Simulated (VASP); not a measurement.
# BaTiO3: single point with PBE

Crystal: BaTiO3.

```xyz
5
Lattice="3.9350 0.0000 0.0000 0.0000 3.9350 0.0000 0.0000 0.0000 3.9350" Properties=species:S:1:pos:R:3 pbc="T T T"
Ba    1.9675    1.9675    1.9675
Ti    0.0000    0.0000    0.0000
O     1.9675    0.0000    0.0000
O     0.0000    1.9675    0.0000
O     0.0000    0.0000    1.9675
```

```
Program             : VASP 6.6.1
Task                : single point
Functional          : PBE
Potentials or basis : VASP PAW PBE potentials, release 64 (Ba_sv, Ti_sv, O_h)
Cutoff              : 1340 eV
k mesh              : 8 × 8 × 8
Occupations         : gaussian, width 0.02 eV
Spin                : no spin polarisation
```

```yaml
Pressure: 13.9 GPa
Band_gap_on_the_k_mesh: 1.85 eV (least direct gap 1.94 eV)
```

Levels at points of the mesh, in eV from the valence-band top:
| k point | band 16 | band 17 | band 18 | band 19 | band 20 | band 21 | band 22 | band 23 | band 24 | band 25 |
| --- | --- | --- | --- | --- | --- | --- | --- | --- | --- | --- |
| (0.00, 0.00, 0.00) | -1.17 | -1.17 | -0.09 | -0.09 | -0.09 | 1.85 | 1.85 | 1.85 | 4.26 | 4.26 |
| (0.50, 0.00, 0.00) | -2.01 | -1.89 | -1.89 | -0.71 | -0.71 | 2.03 | 3.75 | 3.75 | 4.28 | 6.43 |
| (0.50, 0.50, 0.00) | -2.88 | -1.69 | -0.84 | -0.84 | -0.10 | 3.76 | 3.76 | 4.19 | 5.20 | 8.13 |
| (0.50, 0.50, 0.50) | -2.37 | -2.37 | 0.00 | 0.00 | 0.00 | 4.49 | 4.49 | 4.49 | 6.96 | 6.96 |

It took 3.2 min on 1 thread of AMD EPYC 7R13 Processor (Zen 3), with other jobs on the host, peak memory 0.46 GiB.

Caveat: the cell stands under pressure; spin-orbit coupling is left out, which moves the levels of the heavy elements. A k mesh can miss the band edges.
